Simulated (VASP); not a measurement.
# Ba in VASP: further runs

Runs on Ba. Level: PBE. Tasks: single point.

Everything below comes from runs of VASP 6.6.1. Logs are shortened: lines on timing, memory, paths and dates and some standing lists are left out, and cuts for length are marked.

## Step 1: The cell of the first run

The typed cell holds 4 atoms: a = 6.893 Å, b = 4.851 Å, c = 7.242 Å, α = 90.00°, β = 90.00°, γ = 90.00°.

## Step 2: Single point, PBE (biaxial strain in the a-b plane: -3.0 %)

Input file INCAR:

```
SYSTEM = Ba
  ALGO = Fast
  EDIFF = 1E-6
  ENCUT = 520
  GGA = PE
  ISIF = 2
  ISMEAR = 0
  LASPH = .True.
  LCHARG = .False.
  LREAL = .False.
  LWAVE = .False.
  NBANDS = 28
  NELM = 60
  PREC = Accurate
  SIGMA = 0.1
```

Input file KPOINTS:

```
k-points
0
Gamma
  6 8 6
  0 0 0
```

Input file POSCAR:

```
Ba
1.0
    6.8933688137      0.0000000000      0.0000000000
    0.0000000000      4.8509296752      0.0000000000
    0.0000000000      0.0000000000      7.2415887595
Ba
4
Direct
    0.5000000000      0.7500230246      0.2500000000
    0.5000000000      0.2499769754      0.7500000000
    0.0000000000      0.2500230246      0.2500000000
    0.0000000000      0.7499769754      0.7500000000
```

Potentials or basis: VASP PAW PBE potentials, release 64 (Ba_sv).

Command:

```
$ cat potpaw_PBE.64/Ba_sv/POTCAR > POTCAR
$ mpirun -np 1 vasp_std > vasp.out
```

OUTCAR:

```text
SYSTEM = Ba
   EDIFF = 1E-6
   ENCUT = 520
   GGA = PE
   ISIF = 2
   ISMEAR = 0
   LASPH = .True.
   LREAL = .False.
   NELM = 60
   PREC = Accurate

 ion  position               nearest neighbor table
   1  0.500  0.750  0.250-   3 4.21   3 4.21   3 4.21   3 4.21   2 4.36   2 4.36   2 4.36   2 4.36

   2  0.500  0.250  0.750-   4 4.21   4 4.21   4 4.21   4 4.21   1 4.36   1 4.36   1 4.36   1 4.36

   3  0.000  0.250  0.250-   1 4.21   1 4.21   1 4.21   1 4.21   4 4.36   4 4.36   4 4.36   4 4.36

   4  0.000  0.750  0.750-   2 4.21   2 4.21   2 4.21   2 4.21   3 4.36   3 4.36   3 4.36   3 4.36

  LATTYP: Found a simple orthorhombic cell.
 ALAT       =     4.8509296752
 B/A-ratio  =     1.4210407644
 C/A-ratio  =     1.4928249314

  Lattice vectors:

 A1 = (   0.0000000000,  -4.8509296752,   0.0000000000)
 A2 = (   6.8933688137,   0.0000000000,   0.0000000000)
 A3 = (   0.0000000000,   0.0000000000,   7.2415887595)

Analysis of symmetry for initial positions (statically):
=====================================================================
 Subroutine PRICEL returns following result:

  LATTYP: Found a base centered orthorhombic cell.
 ALAT       =     4.8509296752
 B/A-ratio  =     1.4210407644
 C/A-ratio  =     1.4928249314

  Lattice vectors:

 A1 = (  -3.4466844068,  -2.4254648376,   0.0000000000)
 A2 = (   3.4466844068,  -2.4254648376,   0.0000000000)
 A3 = (   0.0000000000,   0.0000000000,   7.2415887595)

   2 primitive cells build up your supercell.

 Routine SETGRP: Setting up the symmetry group for a
 simple orthorhombic supercell.

 Subroutine GETGRP returns: Found  8 space group operations
 (whereof  4 operations were pure point group operations)
 out of a pool of  8 trial point group operations.

The static configuration has the point symmetry C_2h.
 The point group associated with its full space group is D_2h.

Analysis of symmetry for dynamics (positions and initial velocities):
=====================================================================
 Subroutine PRICEL returns following result:

  LATTYP: Found a base centered orthorhombic cell.
 ALAT       =     4.8509296752
 B/A-ratio  =     1.4210407644
 C/A-ratio  =     1.4928249314

  Lattice vectors:

 A1 = (  -3.4466844068,  -2.4254648376,   0.0000000000)
[... 105 lines left out ...]
   ISTART =      0    job   : 0-new  1-cont  2-samecut
   ICHARG =      2    charge: 1-file 2-atom 10-const
   ISPIN  =      1    spin polarized calculation?
   LNONCOLLINEAR =      F non collinear calculations
   LSORBIT =      F    spin-orbit coupling
   LASPH  =      T    aspherical Exc in radial PAW
   ENCUT  =  520.0 eV  38.22 Ry    6.18 a.u.  12.82  9.02 13.46*2*pi/ulx,y,z
   NELM   =     60;   NELMIN=  2; NELMDL= -5     # of ELM steps
   EDIFF  = 0.1E-05   stopping-criterion for ELM
   LREAL  =      F    real-space projection
   EDIFFG = 0.1E-04   stopping-criterion for IOM
   NSW    =      0    number of steps for IOM
   IBRION =     -1    ionic relax: 0-MD 1-quasi-New 2-CG
   NFREE  =      0    steps in history (QN), initial steepest desc. (CG)
   ISIF   =      2    stress and relaxation
   ISYM   =      2    0-nonsym 1-usesym 2-fastsym
   POTIM  = 0.5000    time-step for ionic-motion
   TEBEG  =    0.0;   TEEND  =   0.0 temperature during run
   PSTRESS=    0.0 pullay stress
   NELECT =      40.0000    total number of electrons
   NUPDOWN=      -1.0000    fix difference up-down
   EMIN   =  10.00;   EMAX   =-10.00  energy-range for DOS
   EFERMI =   0.00;   METHOD = LEGACY
   ISMEAR =     0;   SIGMA  =   0.10  broadening in eV -4-tet -1-fermi 0-gaus
   EFERMI_NEDOS =   21; number of points for ismear=-14 and -15
   IALGO  =     68    algorithm
   IMIX   =      4    mixing-type and parameters
     AMIX     =   0.40;   BMIX     =  1.00
     AMIX_MAG =   1.60;   BMIX_MAG =  1.00
  volume/ion in A,a.u.               =      60.54       408.53
  Fermi-wavevector in a.u.,A,eV,Ry     =   0.898252  1.697450 10.977944  0.806856
  Thomas-Fermi vector in A             =   2.020938
   LORBIT       =      0    0 simple, 1 ext, 2 COOP (PROOUT), +10 PAW based schemes
   GGA     = PE    functional components
   LHFCALC =     F    Hartree Fock is set to
   AEXX    =    0.0000 exact exchange contribution
   IVDW    =     0    specifies the selected vdW correction
   LEPSILON=     F    determine dielectric tensor
   LRPA    =     F    only Hartree local field effects (RPA)
 non-spin polarized calculation
 RMM-DIIS sequential band-by-band and
 Gauss-broadening in eV      SIGMA  =   0.10
  energy-cutoff  :      520.00
  volume of cell :      242.15
 maximum number of plane-waves:      6554
 NGX is ok and might be reduce to    54
   NGX = 25   NGY = 19   NGZ = 27

 number of electron      39.9999993 magnetization

 Free energy of the ion-electron system (eV)
  ---------------------------------------------------
  ext. energy  EPLUGINS =         0.00000000
  ---------------------------------------------------
  free energy    TOTEN  =        -7.60710839 eV

  energy without entropy =       -7.58636711  energy(sigma->0) =       -7.59673775

 E-fermi :   1.7698     XC(G=0):  -7.5367

 val. band max:        1.7633868532   @ k =   0.5000   0.3750   0.0000
 cond. band min:       1.7813941701   @ k =   0.3333   0.0000   0.3333
 fundamental gap:      0.0180073169
 Fermi energy:         1.7698068486

 k-point     1 :       0.0000    0.0000    0.0000
  band No.  band energies     occupation
      1     -27.0424      2.00000
      2     -27.0003      2.00000
      3     -26.9816      2.00000
      4     -26.9513      2.00000
      5     -12.5256      2.00000
      6     -12.4601      2.00000
[... 733 lines left out ...]
     27       3.8160      0.00000
     28       3.8268      0.00000

 [... further k-points ...]
[... 5 lines left out ...]
  --------------------------------------------------------------------------------------
  -------------------------------------------------------------------------------------
  Total        1.5046819      0.9379993     -0.2827685      0.0000000      0.0000000      0.0000000
  in kB        9.9555422      6.2061568     -1.8709032      0.0000000      0.0000000      0.0000000
  external PRESSURE =       4.7635986 kB  Pullay stress =       0.0000000 kB

 VOLUME and BASIS-vectors are now :
 -----------------------------------------------------------------------------
  energy-cutoff  :      520.00
  volume of cell :      242.15
      direct lattice vectors                 reciprocal lattice vectors
     6.893368814  0.000000000  0.000000000     0.145066952  0.000000000  0.000000000
     0.000000000  4.850929675  0.000000000     0.000000000  0.206146052  0.000000000
     0.000000000  0.000000000  7.241588759     0.000000000  0.000000000  0.138091244

 POSITION                                       TOTAL-FORCE (eV/Angst)
 -----------------------------------------------------------------------------------
      3.44668      3.63831      1.81040        -0.000000     -0.000147      0.000000
      3.44668      1.21262      5.43119         0.000000      0.000147      0.000000
      0.00000      1.21284      1.81040        -0.000000     -0.000147     -0.000000
      0.00000      3.63809      5.43119         0.000000      0.000147     -0.000000
 -----------------------------------------------------------------------------------
    total drift:                                0.000000     -0.000000      0.000000

  FREE ENERGIE OF THE ION-ELECTRON SYSTEM (eV)
  ---------------------------------------------------
  free  energy   TOTEN  =        -7.6071083870 eV

  energy  without entropy=       -7.5863671130  energy(sigma->0) =       -7.59673775
```

OSZICAR:

```text
N       E                     dE             d eps       ncg     rms          rms(c)
DAV:   1     0.321371832171E+03    0.32137E+03   -0.16346E+04  4480   0.117E+03
DAV:   2     0.148387831167E+02   -0.30653E+03   -0.30149E+03  6764   0.239E+02
DAV:   3    -0.691780257358E+01   -0.21757E+02   -0.21311E+02  6024   0.656E+01
DAV:   4    -0.759802613180E+01   -0.68022E+00   -0.67577E+00  6604   0.878E+00
DAV:   5    -0.761006200499E+01   -0.12036E-01   -0.12021E-01  5624   0.117E+00    0.341E+00
RMM:   6    -0.760581836050E+01    0.42436E-02   -0.12722E-02  4887   0.873E-01    0.204E+00
RMM:   7    -0.760570576838E+01    0.11259E-03   -0.33378E-02  4937   0.154E+00    0.825E-02
RMM:   8    -0.760694667592E+01   -0.12409E-02   -0.66143E-03  6603   0.340E-01    0.477E-02
RMM:   9    -0.760708351990E+01   -0.13684E-03   -0.95587E-04  7012   0.900E-02    0.227E-02
RMM:  10    -0.760710201164E+01   -0.18492E-04   -0.18164E-04  6589   0.507E-02    0.893E-03
RMM:  11    -0.760710787470E+01   -0.58631E-05   -0.54823E-05  6766   0.216E-02    0.537E-03
RMM:  12    -0.760710759828E+01    0.27642E-06   -0.12948E-05  5689   0.149E-02    0.677E-04
RMM:  13    -0.760710838698E+01   -0.78870E-06   -0.45472E-06  4591   0.549E-03
   1 F= -.76071084E+01 E0= -.75967377E+01  d E =-.207413E-01
```

Run time: 9.9 min. Hardware: 1 thread of Intel Xeon 8259CL, shared host; peak memory 0.59 GiB.

What came out:

| Property | Result |
| --- | --- |
| Free energy | -7.6071 eV |
| Pressure | 0.5 GPa |
| Band gap on the k mesh | zero (bands 20 and 21 overlap by 1.02 eV) |

Levels at points of the mesh, in eV from the Fermi level:
```tsv
k point	band 16	band 17	band 18	band 19	band 20	band 21	band 22	band 23	band 24	band 25
(0.00, 0.00, 0.00)	-13.72	-2.76	-0.95	-0.89	-0.61	-0.57	0.78	0.87	1.16	1.49
(0.50, 0.00, 0.00)	-13.75	-1.68	-1.68	-0.19	-0.19	0.12	0.12	1.26	1.26	1.39
(0.00, 0.50, 0.00)	-13.90	-0.78	-0.78	0.45	0.45	0.63	0.63	0.64	0.64	0.78
(0.50, 0.50, 0.00)	-13.78	-0.38	-0.38	-0.38	-0.38	0.40	0.40	0.40	0.40	0.93
(0.00, 0.00, 0.50)	-13.72	-1.78	-1.78	-0.32	-0.32	0.19	0.19	1.06	1.06	1.20
(0.50, 0.00, 0.50)	-13.90	-0.88	-0.88	-0.88	-0.88	0.73	0.73	0.73	0.73	1.91
(0.00, 0.50, 0.50)	-13.82	-0.41	-0.41	-0.41	-0.41	0.59	0.59	0.59	0.59	0.92
(0.50, 0.50, 0.50)	-13.74	-0.90	-0.90	-0.90	-0.90	0.63	0.63	0.63	0.63	1.42
```

Caveat: the cell differs from its parent crystal (biaxial strain in the a-b plane: -3.0 %); spin-orbit coupling is left out, which moves the levels of the heavy elements.

## Step 3: Single point, PBE (atoms moved at random and the cell strained at random)

Input file INCAR:

```
PREC = Accurate
ENCUT = 520
EDIFF = 1E-7
ISMEAR = 0
SIGMA = 0.1
LREAL = False
LASPH = True
NELM = 60
ALGO = Fast
ISIF = 2
LWAVE = False
LCHARG = False
GGA = PE
NBANDS = 17
```

Input file KPOINTS:

```
Automatic mesh
0
Gamma
  10 10 6
```

Input file POSCAR:

```
Ba
1.0
    3.5662148610     -2.5603812288      0.1019159554
    3.4843651355      2.4435767471      0.0012397862
    0.1032490488     -0.1438009036      7.0621342762
Ba
2
Direct
    0.7551683995      0.2421838836      0.2453532976
    0.2448316005      0.7578161164      0.7546467024
```

Potentials or basis: VASP PAW PBE potentials, release 64 (Ba_sv).

Command:

```
$ cat potpaw_PBE.64/Ba_sv/POTCAR > POTCAR
$ mpirun -np 1 vasp_std > vasp.out
```

Run time: 8.7 min. Hardware: 1 thread of Intel Xeon Platinum 8488C (Sapphire Rapids), shared host; peak memory 0.64 GiB.

The run converged. Its results:

```
Free energy            : -3.8027 eV
Pressure               : 0.2 GPa
Largest force          : 0.118 eV/Å
Band gap on the k mesh : zero (bands 10 and 11 overlap by 0.96 eV)
```

Forces on the atoms (eV/Å):
```
Ba  -0.002  0.052  0.106
Ba   0.002 -0.052 -0.106
```

Stress tensor (GPa, compression positive):
```
 0.22  0.36 -0.09
 0.36  0.19  0.46
-0.09  0.46  0.25
```

Levels at points of the mesh, in eV from the Fermi level:
```csv
k point,band 7,band 8,band 9,band 10,band 11,band 12,band 13,band 14
"(0.00, 0.00, 0.00)",-13.79,-13.77,-2.74,-0.88,0.69,1.30,1.72,1.73
"(0.50, 0.00, 0.00)",-13.83,-13.83,-0.47,-0.44,0.47,0.51,0.87,0.89
"(0.00, 0.50, 0.00)",-13.85,-13.85,-0.39,-0.34,0.43,0.55,0.93,0.97
"(0.50, 0.50, 0.00)",-13.95,-13.79,-0.88,-0.56,-0.53,0.69,1.32,3.24
"(0.00, 0.00, 0.50)",-13.79,-13.79,-1.73,-1.70,1.09,1.12,1.20,1.29
"(0.50, 0.00, 0.50)",-13.80,-13.78,-0.93,-0.87,0.62,0.75,1.09,1.38
"(0.00, 0.50, 0.50)",-13.80,-13.80,-0.87,-0.86,0.61,0.85,1.33,1.43
"(0.50, 0.50, 0.50)",-13.98,-13.94,-0.22,-0.22,0.16,0.23,1.76,1.82
```

Caveat: the cell differs from its parent crystal (atoms moved at random and the cell strained at random); spin-orbit coupling is left out, which moves the levels of the heavy elements.
